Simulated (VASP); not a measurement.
# I (Fmmm) in VASP: a series of runs

The runs below take I through single point, with PBEsol, PBE, PBE+D3(BJ).

Everything below comes from runs of VASP 6.6.1. Logs are shortened: lines on timing, memory, paths and dates and some standing lists are left out, and cuts for length are marked.

## Step 1: The cell of the first run

Symmetry: Fmmm, No. 69, orthorhombic system. Conventional cell: a = 4.384 Å, b = 4.731 Å, c = 7.820 Å, α = 90.00°, β = 90.00°, γ = 90.00°. I (site symmetry mmm) has 4 I at 3.23 Å within 4.2 Å.

## Step 2: Single point, PBEsol

File INCAR:

```
PREC = Accurate ; ENCUT = 520
EDIFF = 1E-7 ; ISMEAR = -1
SIGMA = 0.051703999572871064 ; LREAL = F
LASPH = T ; NELM = 80
ALGO = Normal ; ISIF = 2
LWAVE = F ; LCHARG = F
GGA = PS ; NBANDS = 10
```

File KPOINTS:

```
Automatic mesh
0
Gamma
  6 6 6
```

File POSCAR:

```
I
1.0
    0.0000000000      2.3656004428      3.9098401324
    2.1922454667      0.0000000000      3.9098401324
    2.1922454667      2.3656004428      0.0000000000
I
1
Direct
    0.0000000000      0.0000000000      0.0000000000
```

Potentials or basis: VASP PAW PBE potentials, release 64 (I).

Command:

```sh
cat potpaw_PBE.64/I/POTCAR > POTCAR
mpirun -np 1 vasp_std > vasp.out
```

OUTCAR:

```text
PREC = Accurate
   ENCUT = 520
   EDIFF = 1E-7
   ISMEAR = -1
   LREAL = F
   LASPH = T
   NELM = 80
   ISIF = 2
   GGA = PS

 ion  position               nearest neighbor table
   1  0.000  0.000  0.000-

  LATTYP: Found a face centered orthorhombic cell.
 ALAT       =     4.3844909334
 B/A-ratio  =     1.0790764441
 C/A-ratio  =     1.7834864717

  Lattice vectors:

 A1 = (   0.0000000000,   2.3656004428,   3.9098401324)
 A2 = (   2.1922454667,   0.0000000000,   3.9098401324)
 A3 = (   2.1922454667,   2.3656004428,   0.0000000000)

Analysis of symmetry for initial positions (statically):
=====================================================================
 Subroutine PRICEL returns:
 Original cell was already a primitive cell.

 Routine SETGRP: Setting up the symmetry group for a
 face centered orthorhombic supercell.

 Subroutine GETGRP returns: Found  8 space group operations
 (whereof  8 operations were pure point group operations)
 out of a pool of  8 trial point group operations.

The static configuration has the point symmetry D_2h.

Analysis of symmetry for dynamics (positions and initial velocities):
=====================================================================
 Subroutine PRICEL returns:
 Original cell was already a primitive cell.

 Routine SETGRP: Setting up the symmetry group for a
 face centered orthorhombic supercell.

 Subroutine GETGRP returns: Found  8 space group operations
 (whereof  8 operations were pure point group operations)
 out of a pool of  8 trial point group operations.

The dynamic configuration has the point symmetry D_2h.

 Subroutine INISYM returns: Found  8 space group operations
 (whereof  8 operations are pure point group operations),
 and found     1 'primitive' translations

----------------------------------------------------------------------------------------

                                     Primitive cell

  volume of cell :      40.5527

  direct lattice vectors                    reciprocal lattice vectors
     0.000000000  2.365600443  3.909840132    -0.228076649  0.211362828  0.127882467
     2.192245467  0.000000000  3.909840132     0.228076649 -0.211362828  0.127882467
     2.192245467  2.365600443  0.000000000     0.228076649  0.211362828 -0.127882467

  length of vectors
     4.569782852  4.482498193  3.225214046     0.336224818  0.336224818  0.336224818

  position of ions in fractional coordinates (direct lattice)
[... 81 lines left out ...]
   IBRION =     -1    ionic relax: 0-MD 1-quasi-New 2-CG
   NFREE  =      0    steps in history (QN), initial steepest desc. (CG)
   ISIF   =      2    stress and relaxation
   ISYM   =      2    0-nonsym 1-usesym 2-fastsym
   POTIM  = 0.5000    time-step for ionic-motion
   TEBEG  =    0.0;   TEEND  =   0.0 temperature during run
   PSTRESS=    0.0 pullay stress
   NELECT =       7.0000    total number of electrons
   NUPDOWN=      -1.0000    fix difference up-down
   EMIN   =  10.00;   EMAX   =-10.00  energy-range for DOS
   EFERMI =   0.00;   METHOD = LEGACY
   ISMEAR =    -1;   SIGMA  =   0.05  broadening in eV -4-tet -1-fermi 0-gaus
   EFERMI_NEDOS =   21; number of points for ismear=-14 and -15
   IALGO  =     38    algorithm
   IMIX   =      4    mixing-type and parameters
     AMIX     =   0.40;   BMIX     =  1.00
     AMIX_MAG =   1.60;   BMIX_MAG =  1.00
  volume/ion in A,a.u.               =      40.55       273.66
  Fermi-wavevector in a.u.,A,eV,Ry     =   0.911523  1.722529 11.304731  0.830874
  Thomas-Fermi vector in A             =   2.035812
   LORBIT       =      0    0 simple, 1 ext, 2 COOP (PROOUT), +10 PAW based schemes
   GGA     = PS    functional components
   LHFCALC =     F    Hartree Fock is set to
   AEXX    =    0.0000 exact exchange contribution
   IVDW    =     0    specifies the selected vdW correction
   LEPSILON=     F    determine dielectric tensor
   LRPA    =     F    only Hartree local field effects (RPA)
 non-spin polarized calculation
  energy-cutoff  :      520.00
  volume of cell :       40.55
 maximum number of plane-waves:      1109
 NGX is ok and might be reduce to    36
   NGX = 17   NGY = 17   NGZ = 11

 number of electron       7.0000000 magnetization

 Free energy of the ion-electron system (eV)
  ---------------------------------------------------
  ext. energy  EPLUGINS =         0.00000000
  ---------------------------------------------------
  free energy    TOTEN  =        -1.60692581 eV

  energy without entropy =       -1.59692831  energy(sigma->0) =       -1.60192706

 E-fermi :   3.0447     XC(G=0):  -8.4449

 val. band max:        3.0053153955   @ k =  -0.3333   0.3333   0.1667
 cond. band min:       3.0590686826   @ k =   0.5000   0.1667   0.1667
 fundamental gap:      0.0537532870
 Fermi energy:         3.0446719873

 k-point     1 :       0.0000    0.0000    0.0000
  band No.  band energies     occupation
      1     -10.5313      2.00000
      2       1.4449      2.00000
      3       4.1411      0.00000
      4       4.4349      0.00000
      5       7.7495      0.00000
      6      10.8421      0.00000
      7      11.4757      0.00000
      8      15.4585      0.00000
      9      15.6541      0.00000
     10      15.7712      0.00000
[... 287 lines left out ...]
 k-point    24 :       0.5000    0.3333    0.1667
  band No.  band energies     occupation
      1      -9.8409      2.00000
      2       0.2576      2.00000
      3       2.3190      2.00000
      4       2.5428      1.99988
      5      11.3262      0.00000
      6      12.7593      0.00000
      7      13.2188      0.00000
      8      14.6969      0.00000
      9      15.0065      0.00000
     10      16.1370      0.00000

 [... further k-points ...]

------------------------ aborting loop because EDIFF is reached ----------------------------------------

  FORCE on cell =-STRESS in cart. coord.  units (eV):
  Direction    XX          YY          ZZ          XY          YZ          ZX
  --------------------------------------------------------------------------------------
  -------------------------------------------------------------------------------------
  Total       -0.4226211     -0.4488349     -0.0745914      0.0000000      0.0000000      0.0000000
  in kB      -16.6971445    -17.7328114     -2.9469969      0.0000000      0.0000000      0.0000000
  external PRESSURE =     -12.4589843 kB  Pullay stress =       0.0000000 kB

 VOLUME and BASIS-vectors are now :
 -----------------------------------------------------------------------------
  energy-cutoff  :      520.00
  volume of cell :       40.55
      direct lattice vectors                 reciprocal lattice vectors
     0.000000000  2.365600443  3.909840132    -0.228076649  0.211362828  0.127882467
     2.192245467  0.000000000  3.909840132     0.228076649 -0.211362828  0.127882467
     2.192245467  2.365600443  0.000000000     0.228076649  0.211362828 -0.127882467

 POSITION                                       TOTAL-FORCE (eV/Angst)
 -----------------------------------------------------------------------------------
      0.00000      0.00000      0.00000         0.000000      0.000000      0.000000
 -----------------------------------------------------------------------------------
    total drift:                                0.000000      0.000000      0.000000

  FREE ENERGIE OF THE ION-ELECTRON SYSTEM (eV)
  ---------------------------------------------------
  free  energy   TOTEN  =        -1.6069258103 eV

  energy  without entropy=       -1.5969283093  energy(sigma->0) =       -1.60192706
```

OSZICAR:

```text
N       E                     dE             d eps       ncg     rms          rms(c)
DAV:   1     0.208707923920E+02    0.20871E+02   -0.25047E+03   920   0.495E+02
DAV:   2    -0.676028096416E+00   -0.21547E+02   -0.20887E+02  1202   0.832E+01
DAV:   3    -0.162926728835E+01   -0.95324E+00   -0.94055E+00  1110   0.178E+01
DAV:   4    -0.163903437986E+01   -0.97671E-02   -0.97659E-02  1210   0.222E+00
DAV:   5    -0.163915230147E+01   -0.11792E-03   -0.11792E-03  1136   0.224E-01    0.534E+00
DAV:   6    -0.161609778796E+01    0.23055E-01   -0.18040E-02  1008   0.624E-01    0.329E+00
DAV:   7    -0.160708314473E+01    0.90146E-02   -0.36581E-02  1004   0.910E-01    0.137E-01
DAV:   8    -0.160692789003E+01    0.15525E-03   -0.18139E-03   992   0.252E-01    0.251E-02
DAV:   9    -0.160692436146E+01    0.35286E-05   -0.27074E-05  1142   0.367E-02    0.152E-02
DAV:  10    -0.160692556059E+01   -0.11991E-05   -0.32751E-06  1076   0.109E-02    0.257E-03
DAV:  11    -0.160692578707E+01   -0.22648E-06   -0.54916E-07  1040   0.379E-03    0.181E-03
DAV:  12    -0.160692581033E+01   -0.23262E-07   -0.12131E-07   928   0.179E-03
   1 F= -.16069258E+01 E0= -.16019271E+01  d E =-.999750E-02
```

It took 10 s on 1 thread of Intel Xeon 6975P-C (Granite Rapids), shared host; peak memory 0.17 GiB.

What came out:

```yaml
Free_energy: -1.6069 eV
Pressure: -1.2 GPa
```

Levels at points of the mesh, in eV from the Fermi level:
| k point | band 1 | band 2 | band 3 | band 4 | band 5 | band 6 | band 7 | band 8 | band 9 |
| --- | --- | --- | --- | --- | --- | --- | --- | --- | --- |
| (0.00, 0.00, 0.00) | -13.58 | -1.60 | 1.10 | 1.39 | 4.70 | 7.80 | 8.43 | 12.41 | 12.61 |
| (0.50, 0.00, 0.00) | -12.11 | -4.91 | -1.39 | 2.04 | 4.99 | 9.40 | 10.82 | 12.18 | 12.63 |
| (0.50, 0.50, 0.00) | -13.32 | -3.77 | 0.87 | 1.18 | 7.26 | 7.49 | 10.87 | 14.90 | 15.45 |
| (0.50, 0.00, 0.50) | -10.81 | -4.08 | -3.16 | -0.13 | 4.18 | 6.85 | 9.88 | 10.66 | 11.37 |
| (0.00, 0.50, 0.50) | -10.77 | -3.76 | -3.46 | -0.43 | 4.12 | 5.98 | 10.64 | 10.89 | 12.28 |

Caveat: the PAW data sets were made with another functional, which shifts forces and pressure a little; spin-orbit coupling is left out, which moves the levels of the heavy elements; an odd number of electrons without spin polarisation forces a metal; a magnetic or distorted state may lie lower.

(Part 1 of 3 ends here.)
